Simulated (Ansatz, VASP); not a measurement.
Two plane-wave programs on GaN

INCAR

```
PREC     = Accurate       # precision mode
ENCUT    = 520            # plane-wave cutoff, eV
EDIFF    = 1E-7           # SCF threshold, eV
ISMEAR   = 0              # smearing method
SIGMA    = 0.01           # smearing width, eV
LREAL    = F              # projectors in reciprocal space
LASPH    = T              # aspherical terms in the spheres
NELM     = 60             # most SCF steps
ALGO     = Normal         # electronic algorithm
ISIF     = 2              # what is computed and relaxed
LWAVE    = F              # write WAVECAR
LCHARG   = F              # write CHGCAR
GGA      = PE             # functional
IVDW     = 13             # dispersion correction
NBANDS   = 16             # bands
```

Contents of KPOINTS:

```
regular mesh
0
Gamma
  6 6 6
```

The input POSCAR:

```
GaN
1.0
    0.0000000000      2.2489526240      2.2489526240
    2.2489526240      0.0000000000      2.2489526240
    2.2489526240      2.2489526240      0.0000000000
Ga N
1 1
Direct
    0.0000000000      0.0000000000      0.0000000000
    0.7500000000      0.7500000000      0.7500000000
```

Input for Ansatz:

```yaml
crystal:
  lattice:
    - [0.0, 2.248952624, 2.248952624]
    - [2.248952624, 0.0, 2.248952624]
    - [2.248952624, 2.248952624, 0.0]
  atoms:
    - { symbol: Ga, position: [0.0, 0.0, 0.0] }
    - { symbol: "N", position: [0.75, 0.75, 0.75] }
kpoints:
  mp_grid: { grid: [6, 6, 6] }
hamiltonian:
  xc: pbe
  dispersion: d4
scf:
  occupations: { method: fixed }
  n_extra_bands: 4
output:
  forces: true
  stress: true
  eigenvalues: true
```

Alike in both runs: task single point; functional PBE; dispersion D4; k mesh 6 × 6 × 6; no spin polarisation.

```csv
,VASP,Ansatz
version,VASP 6.6.1,Ansatz 0.2.0
potentials or method,"VASP PAW PBE potentials, release 64 (Ga_d, N)",plane waves
plane-wave cutoff (eV),520,420
occupations,"gaussian, width 0.01 eV",fixed
valence electrons in the cell,18,18
```

|  | VASP | Ansatz | Ansatz less VASP |
| --- | --- | --- | --- |
| gap on the k mesh at the Fermi level (eV) | 1.76 | 1.75 | -0.008 |
| pressure (GPa) | 0.5 | 0.4 | -0.02 |
